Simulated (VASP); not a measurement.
# BiBO (Pmmn) in VASP: further runs

BiBO is run at these levels: PBE; tasks: relaxation of cell and atoms, single point.

Program: VASP 6.6.1. These are calculated values, not measurements. Logs are shortened: lines on timing, memory, paths and dates and some standing lists are left out, and cuts for length are marked.

### 1 The cell of the first run

The structure is orthorhombic, space group Pmmn (No. 59). Conventional cell: a = 4.293 Å, b = 5.827 Å, c = 3.885 Å, α = 90.00°, β = 90.00°, γ = 90.00°. B (site symmetry mm2) has 2 O at 1.71 to 2.18 Å within 2.3 Å. Within 3.1 Å of Bi (site symmetry mm2) lie 2 O at 2.32 Å and 4 B at 2.50 to 2.91 Å. O (site symmetry mm2) has 2 B at 1.71 to 2.18 Å and 2 Bi at 2.32 Å within 2.4 Å.

The cell was generated, and may not be a known phase.

### 2 Relaxation of cell and atoms, PBE

Contents of INCAR:

```
ALGO = Normal
EDIFF = 1E-6
EDIFFG = -0.04
ENCUT = 600
GGA = PE
IBRION = 2
ISIF = 3
ISMEAR = 0
LASPH = T
LCHARG = F
LREAL = F
LWAVE = F
NELM = 100
NSW = 90
PREC = Accurate
SIGMA = 0.1
```

Contents of KPOINTS:

```
k-points
0
Gamma
  4 4 4
```

Contents of POSCAR:

```
BiBO
1.0
    4.2930944300      0.0000000000      0.0000000000
    0.0000000000      5.8273619900      0.0000000000
    0.0000000000      0.0000000000      3.8854950900
B Bi O
2 2 2
Direct
    0.0000000000      0.0000000000      0.8238762700
    0.5000000000      0.5000000000      0.1761237300
    0.0000000000      0.5000000000      0.8450230400
    0.5000000000      0.0000000000      0.1549769600
    0.0000000000      0.0000000000      0.3839037000
    0.5000000000      0.5000000000      0.6160963000
```

Potentials or basis: VASP PAW PBE potentials, release 64 (B, Bi_d, O).

Launch:

```bash
cat potpaw_PBE.64/B/POTCAR potpaw_PBE.64/Bi_d/POTCAR potpaw_PBE.64/O/POTCAR > POTCAR
mpirun -np 1 vasp_std > vasp.out
```

OUTCAR:

```text
EDIFF = 1E-6
   EDIFFG = -0.04
   ENCUT = 600
   GGA = PE
   IBRION = 2
   ISIF = 3
   ISMEAR = 0
   LASPH = T
   LREAL = F
   NELM = 100
   NSW = 90
   PREC = Accurate

 ion  position               nearest neighbor table
   1  0.000  0.000  0.824-   5 1.71   4 2.50   4 2.50   3 2.91   3 2.91
   2  0.500  0.500  0.176-   6 1.71   3 2.50   3 2.50   4 2.91   4 2.91
   3  0.000  0.500  0.845-   6 2.32   6 2.32   2 2.50   2 2.50   1 2.91   1 2.91   4 3.81   4 3.81
                             4 3.81   4 3.81
   4  0.500  0.000  0.155-   5 2.32   5 2.32   1 2.50   1 2.50   2 2.91   2 2.91   3 3.81   3 3.81
                             3 3.81   3 3.81
   5  0.000  0.000  0.384-   1 1.71   4 2.32   4 2.32
   6  0.500  0.500  0.616-   2 1.71   3 2.32   3 2.32

  LATTYP: Found a simple orthorhombic cell.
 ALAT       =     3.8854950900
 B/A-ratio  =     1.1049028066
 C/A-ratio  =     1.4997733506

  Lattice vectors:

 A1 = (   0.0000000000,   0.0000000000,   3.8854950900)
 A2 = (   4.2930944300,   0.0000000000,   0.0000000000)
 A3 = (   0.0000000000,   5.8273619900,   0.0000000000)

Analysis of symmetry for initial positions (statically):
=====================================================================
 Subroutine PRICEL returns:
 Original cell was already a primitive cell.

 Routine SETGRP: Setting up the symmetry group for a
 simple orthorhombic supercell.

 Subroutine GETGRP returns: Found  8 space group operations
 (whereof  4 operations were pure point group operations)
 out of a pool of  8 trial point group operations.

The static configuration has the point symmetry C_2v.
 The point group associated with its full space group is D_2h.

Analysis of symmetry for dynamics (positions and initial velocities):
=====================================================================
 Subroutine PRICEL returns:
 Original cell was already a primitive cell.

 Routine SETGRP: Setting up the symmetry group for a
 simple orthorhombic supercell.

 Subroutine GETGRP returns: Found  8 space group operations
 (whereof  4 operations were pure point group operations)
 out of a pool of  8 trial point group operations.

The dynamic configuration has the point symmetry C_2v.
 The point group associated with its full space group is D_2h.

 Subroutine INISYM returns: Found  8 space group operations
 (whereof  4 operations are pure point group operations),
 and found     1 'primitive' translations

----------------------------------------------------------------------------------------

                                     Primitive cell

  volume of cell :      97.2050

  direct lattice vectors                    reciprocal lattice vectors
     4.293094430  0.000000000  0.000000000     0.232932216  0.000000000  0.000000000
     0.000000000  5.827361990  0.000000000     0.000000000  0.171604236  0.000000000
     0.000000000  0.000000000  3.885495090     0.000000000  0.000000000  0.257367459

  length of vectors
     4.293094430  5.827361990  3.885495090     0.232932216  0.171604236  0.257367459

  position of ions in fractional coordinates (direct lattice)
     0.000000000  0.000000000  0.823876270
     0.500000000  0.500000000  0.176123730
     0.000000000  0.500000000  0.845023040
     0.500000000  0.000000000  0.154976960
     0.000000000  0.000000000  0.383903700
     0.500000000  0.500000000  0.616096300

  ion indices of the primitive-cell ions
   primitive index   ion index
                 1           1
                 2           2
                 3           3
                 4           4
                 5           5
                 6           6

----------------------------------------------------------------------------------------

 KPOINTS: k-points

Automatic generation of k-mesh.
 Grid dimensions read from file:
 generate k-points for:    4    4    4

 Generating k-lattice:

  Cartesian coordinates                     Fractional coordinates (reciprocal lattice)
     0.058233054  0.000000000  0.000000000     0.250000000  0.000000000  0.000000000
     0.000000000  0.042901059  0.000000000     0.000000000  0.250000000  0.000000000
     0.000000000  0.000000000  0.064341865     0.000000000  0.000000000  0.250000000

  Length of vectors
     0.058233054  0.042901059  0.064341865

  Shift w.r.t. Gamma in fractional coordinates (k-lattice)
     0.000000000  0.000000000  0.000000000

 Subroutine IBZKPT returns following result:
 ===========================================

 Found     27 irreducible k-points:

 Following reciprocal coordinates:
            Coordinates               Weight
  0.000000  0.000000  0.000000      1.000000
  0.250000  0.000000  0.000000      2.000000
  0.500000  0.000000  0.000000      1.000000
  0.000000  0.250000  0.000000      2.000000
  0.250000  0.250000  0.000000      4.000000
  0.500000  0.250000  0.000000      2.000000
[... 16 lines left out ...]
  0.250000  0.250000  0.500000      4.000000
  0.500000  0.250000  0.500000      2.000000
[... 57 lines left out ...]
   NGX = 17   NGY = 23   NGZ = 15

--------------------------------------- Ionic step        1  -------------------------------------------

 number of electron      48.0000004 magnetization

 Free energy of the ion-electron system (eV)
  ---------------------------------------------------
  ext. energy  EPLUGINS =         0.00000000
  ---------------------------------------------------
  free energy    TOTEN  =       -28.28670952 eV

  energy without entropy =      -28.25871836  energy(sigma->0) =      -28.27271394

------------------------ aborting loop because EDIFF is reached ----------------------------------------

  FORCE on cell =-STRESS in cart. coord.  units (eV):
  Direction    XX          YY          ZZ          XY          YZ          ZX
  --------------------------------------------------------------------------------------
  -------------------------------------------------------------------------------------
  Total        6.3780173     -4.6015779     -2.1800062      0.0000000      0.0000000      0.0000000
  in kB      105.1253539    -75.8452793    -35.9318450      0.0000000      0.0000000      0.0000000
  external PRESSURE =      -2.2172568 kB  Pullay stress =       0.0000000 kB
[... 101 lines left out ...]
  FREE ENERGIE OF THE ION-ELECTRON SYSTEM (eV)
  ---------------------------------------------------
  free  energy   TOTEN  =       -32.0488596681 eV

  energy  without entropy=      -32.0305136490  energy(sigma->0) =      -32.03968666

 E-fermi :   6.5704     XC(G=0): -10.4197

 val. band max:        6.5528707182   @ k =   0.5000   0.2500   0.5000
 cond. band min:       6.5819653841   @ k =   0.0000   0.5000   0.5000
 fundamental gap:      0.0290946659
 Fermi energy:         6.5703685307

 k-point     1 :       0.0000    0.0000    0.0000
  band No.  band energies     occupation
      1     -16.6025      2.00000
      2     -16.5254      2.00000
      3     -16.5209      2.00000
      4     -16.5094      2.00000
      5     -16.5025      2.00000
      6     -16.4948      2.00000
[... 733 lines left out ...]
     27      10.0170      0.00000
     28      10.0170      0.00000

 [... further k-points ...]

 E-fermi :   4.6196     XC(G=0):  -9.5450

 val. band max:        4.6038413761   @ k =   0.0000   0.2500   0.5000
 cond. band min:       4.6412675415   @ k =   0.0000   0.0000   0.0000
 fundamental gap:      0.0374261654
 Fermi energy:         4.6196382383

 k-point     1 :       0.0000    0.0000    0.0000
  band No.  band energies     occupation
      1     -18.5088      2.00000
      2     -18.5033      2.00000
      3     -18.4862      2.00000
      4     -18.4772      2.00000
      5     -18.4724      2.00000
      6     -18.4667      2.00000
[... 733 lines left out ...]
     27       7.1979      0.00000
     28       7.1979      0.00000

 [... further k-points ...]

[... ionic steps 4 to 45 ...]

--------------------------------------- Ionic step       46  -------------------------------------------

 number of electron      47.9999995 magnetization

------------------------ aborting loop because EDIFF is reached ----------------------------------------

  FORCE on cell =-STRESS in cart. coord.  units (eV):
  Direction    XX          YY          ZZ          XY          YZ          ZX
  --------------------------------------------------------------------------------------
  -------------------------------------------------------------------------------------
  Total       -0.0915753      0.0895708     -0.1003968      0.0000000      0.0000000      0.0000000
  in kB       -1.3644190      1.3345531     -1.4958539      0.0000000      0.0000000      0.0000000
  external PRESSURE =      -0.5085733 kB  Pullay stress =       0.0000000 kB
[... 65 lines left out ...]
  energy  without entropy=      -33.7557061093  energy(sigma->0) =      -33.75839288

--------------------------------------- Ionic step       48  -------------------------------------------

 number of electron      47.9999999 magnetization

 Free energy of the ion-electron system (eV)
  ---------------------------------------------------
  ext. energy  EPLUGINS =         0.00000000
  ---------------------------------------------------
  free energy    TOTEN  =       -33.76162497 eV

  energy without entropy =      -33.75601541  energy(sigma->0) =      -33.75882019

 E-fermi :   5.1052     XC(G=0):  -9.7952

 val. band max:        5.0226402221   @ k =   0.5000   0.5000   0.2500
 cond. band min:       5.1447627367   @ k =   0.2500   0.0000   0.0000
 fundamental gap:      0.1221225146
 Fermi energy:         5.1052222883

 k-point     1 :       0.0000    0.0000    0.0000
  band No.  band energies     occupation
      1     -17.9550      2.00000
      2     -17.9176      2.00000
      3     -17.8540      2.00000
      4     -17.8340      2.00000
      5     -17.8093      2.00000
      6     -17.7986      2.00000
[... 733 lines left out ...]
     27       7.7907      0.00000
     28       7.7907      0.00000

 [... further k-points ...]

------------------------ aborting loop because EDIFF is reached ----------------------------------------

  FORCE on cell =-STRESS in cart. coord.  units (eV):
  Direction    XX          YY          ZZ          XY          YZ          ZX
  --------------------------------------------------------------------------------------
  -------------------------------------------------------------------------------------
  Total       -0.1315838      0.0480576     -0.1950862      0.0000000      0.0000000      0.0000000
  in kB       -1.9590854      0.7155054     -2.9045403      0.0000000      0.0000000      0.0000000
  external PRESSURE =      -1.3827068 kB  Pullay stress =       0.0000000 kB
[... 21 lines left out ...]
  FREE ENERGIE OF THE ION-ELECTRON SYSTEM (eV)
  ---------------------------------------------------
  free  energy   TOTEN  =       -33.7616249685 eV

  energy  without entropy=      -33.7560154145  energy(sigma->0) =      -33.75882019

 reached required accuracy - stopping structural energy minimisation
```

It took 18 min on 1 thread of Intel Xeon 6975P-C (Granite Rapids), shared host; peak memory 0.29 GiB.

Results:

```
Free energy                           : -33.7616 eV
Relaxed volume                        : 17.94 Å³/atom
Relaxed cell                          : a = 4.016 Å, b = 5.434 Å, c = 4.932 Å, α = 90.00°, β = 90.00°, γ = 90.00°
Space group after relaxing (to 0.1 Å) : Pmmn (No. 59)
Energy gained by relaxing             : 912.5 meV/atom
Ionic steps                           : 48
Pressure after relaxing               : -0.1 GPa
Largest force after relaxing          : 0.032 eV/Å
Band gap on the k mesh                : zero (bands 24 and 25 overlap by 1.78 eV)
```

Forces on the atoms (eV/Å):
```
B    0.000  0.000  0.008
B    0.000  0.000 -0.008
Bi   0.000  0.000  0.032
Bi   0.000  0.000 -0.032
O    0.000  0.000  0.026
O    0.000  0.000 -0.026
```

Stress tensor (GPa, compression positive):
```
-0.20  0.00  0.00
 0.00  0.07  0.00
 0.00  0.00 -0.29
```

Step by step:
```
step  energy change (eV)  largest force (eV/Å)  pressure (GPa)  volume (Å³)
   1              0.0000                4.9612           -0.22        97.21
   3             -3.7622                0.8190            6.57        96.79
   5             -4.2699                0.6778           -1.13       107.21
   7             -4.2970                0.9464           -5.06       115.87
   9             -4.5510                3.0361            1.46       112.05
  11             -4.6222                2.8593            1.18       112.12
  13             -5.1058                2.7926            1.23       112.09
  15             -5.1539                3.2379            2.75       111.37
  17             -5.2989                0.2519           -1.61       112.03
  19             -5.3572                0.1648           -1.09       110.70
  21             -5.4198                0.4813            2.68       104.59
  23             -5.4423                0.7135           -0.19       107.15
  25             -5.4517                0.3450            0.13       107.43
  27             -5.4611                0.1071           -0.32       108.87
  29             -5.4645                0.1660           -0.32       108.36
  31             -5.4653                0.1140           -0.18       108.06
  33             -5.4655                0.0653            0.05       107.90
  35             -5.4664                0.0587            0.05       107.80
  37             -5.4691                0.0632            0.12       107.34
  39             -5.4705                0.0714            0.33       106.70
  41             -5.4716                0.0816            0.37       106.79
  43             -5.4725                0.2428           -0.59       107.79
  45             -5.4740                0.0638           -0.10       107.47
  47             -5.4744                0.0686           -0.06       107.55
  48             -5.4749                0.0315           -0.14       107.61
```

Final structure:
```xyz
6
Lattice="4.0157 0.0000 0.0000 0.0000 5.4338 0.0000 0.0000 0.0000 4.9316" Properties=species:S:1:pos:R:3 pbc="T T T"
B     0.0000    0.0000    3.5466
B     2.0079    2.7169    1.3850
Bi    0.0000    2.7169    4.6216
Bi    2.0079    0.0000    0.3100
O     0.0000    0.0000    2.2775
O     2.0079    2.7169    2.6541
```

Levels at points of the mesh, in eV from the Fermi level:
| k point | band 20 | band 21 | band 22 | band 23 | band 24 | band 25 | band 26 | band 27 | band 28 |
| --- | --- | --- | --- | --- | --- | --- | --- | --- | --- |
| (0.00, 0.00, 0.00) | -3.54 | -2.98 | -2.31 | -0.53 | -0.19 | 1.28 | 2.38 | 2.38 | 2.42 |
| (0.50, 0.00, 0.00) | -4.57 | -3.76 | -3.76 | -1.04 | -1.04 | -0.86 | -0.86 | 4.15 | 4.15 |
| (0.00, 0.50, 0.00) | -4.14 | -2.60 | -2.60 | 0.72 | 0.72 | 0.87 | 0.87 | 2.86 | 2.86 |
| (0.50, 0.50, 0.00) | -4.25 | -3.65 | -3.65 | -1.22 | -1.22 | 2.00 | 2.00 | 3.73 | 3.73 |
| (0.00, 0.00, 0.50) | -4.39 | -3.82 | -3.13 | -1.62 | -1.50 | 1.33 | 1.85 | 2.26 | 2.47 |
| (0.50, 0.00, 0.50) | -4.32 | -3.35 | -3.35 | -1.53 | -1.53 | 0.34 | 0.34 | 3.45 | 3.45 |
| (0.00, 0.50, 0.50) | -4.11 | -2.89 | -2.89 | -0.40 | -0.40 | 0.37 | 0.37 | 2.69 | 2.69 |
| (0.50, 0.50, 0.50) | -4.29 | -3.66 | -3.66 | 0.92 | 0.92 | 1.52 | 1.52 | 2.91 | 2.91 |

Caveat: the k points lie up to 0.39 Å⁻¹ apart in the final cell, too coarse for converged energies and pressures of a metal; a cell axis changed by over 15 % at a fixed basis, so the end point is rough; spin-orbit coupling is left out, which moves the levels of the heavy elements.

### 3 Single point, PBE

This run uses another cell than the first one, of 18.33 Å³/atom.

Contents of INCAR:

```
SYSTEM = BiBO
PREC     = Accurate       ! precision mode
ENCUT    = 520            ! plane-wave cutoff, eV
EDIFF    = 1E-7           ! SCF threshold, eV
ISMEAR   = 0              ! smearing method
SIGMA    = 0.1            ! smearing width, eV
LREAL    = .False.        ! projectors in reciprocal space
LASPH    = .True.         ! aspherical terms in the spheres
NELM     = 100            ! most SCF steps
ALGO     = Normal         ! electronic algorithm
ISIF     = 2              ! what is computed and relaxed
LWAVE    = .False.        ! write WAVECAR
LCHARG   = .False.        ! write CHGCAR
GGA      = PE             ! functional
NBANDS   = 33             ! bands
```

Contents of KPOINTS:

```
regular mesh
0
Gamma
  10 8 8
  0 0 0
```

Contents of POSCAR:

```
BiBO
1.0
    3.9637751859      0.0000000000      0.0000000000
    0.0000000000      5.5497207885      0.0000000000
    0.0000000000      0.0000000000      5.0003885234
B Bi O
2 2 2
Direct
    0.0000000000      0.0000000000      0.7257369974
    0.5000000000      0.5000000000      0.2742630026
    0.0000000000      0.5000000000      0.9365725019
    0.5000000000      0.0000000000      0.0634274981
    0.0000000000      0.0000000000      0.4729426484
    0.5000000000      0.5000000000      0.5270573516
```

Potentials or basis: VASP PAW PBE potentials, release 64 (B, Bi_d, O).

Launch:

```bash
cat potpaw_PBE.64/B/POTCAR potpaw_PBE.64/Bi_d/POTCAR potpaw_PBE.64/O/POTCAR > POTCAR
mpirun -np 1 vasp_std > vasp.out
```

It took 4.8 min on 1 thread of Intel Xeon 6975P-C (Granite Rapids), shared host; peak memory 0.55 GiB.

Results (log left out):

- Free energy: -33.8028 eV
- Pressure: 0.0 GPa
- Largest force: 0.125 eV/Å
- Band gap on the k mesh: zero (bands 24 and 25 overlap by 1.73 eV)

Forces on the atoms (eV/Å):
```
B    0.000  0.000  0.117
B    0.000  0.000 -0.117
Bi   0.000  0.000 -0.006
Bi   0.000  0.000  0.006
O    0.000  0.000 -0.125
O    0.000  0.000  0.125
```

Stress tensor (GPa, compression positive):
```
-0.18  0.00  0.00
 0.00 -0.14  0.00
 0.00  0.00  0.30
```

Levels at points of the mesh, in eV from the Fermi level:
```csv
k point,band 22,band 23,band 24,band 25,band 26,band 27
"(0.00, 0.00, 0.00)",-2.33,-0.60,-0.04,1.45,2.37,2.46
"(0.50, 0.00, 0.00)",-3.77,-1.05,-1.05,-0.82,-0.82,4.08
"(0.00, 0.50, 0.00)",-2.45,0.62,0.62,0.96,0.96,2.91
"(0.50, 0.50, 0.00)",-3.66,-1.14,-1.14,1.84,1.84,3.61
"(0.00, 0.00, 0.50)",-3.02,-1.59,-1.32,1.36,1.97,2.44
"(0.50, 0.00, 0.50)",-3.47,-1.40,-1.40,0.37,0.37,3.37
"(0.00, 0.50, 0.50)",-2.87,-0.20,-0.20,0.24,0.24,2.72
"(0.50, 0.50, 0.50)",-3.65,0.92,0.92,1.52,1.52,2.69
```

Caveat: spin-orbit coupling is left out, which moves the levels of the heavy elements.

The gap in the log of VASP goes by the Fermi energy; the results here count the filled bands.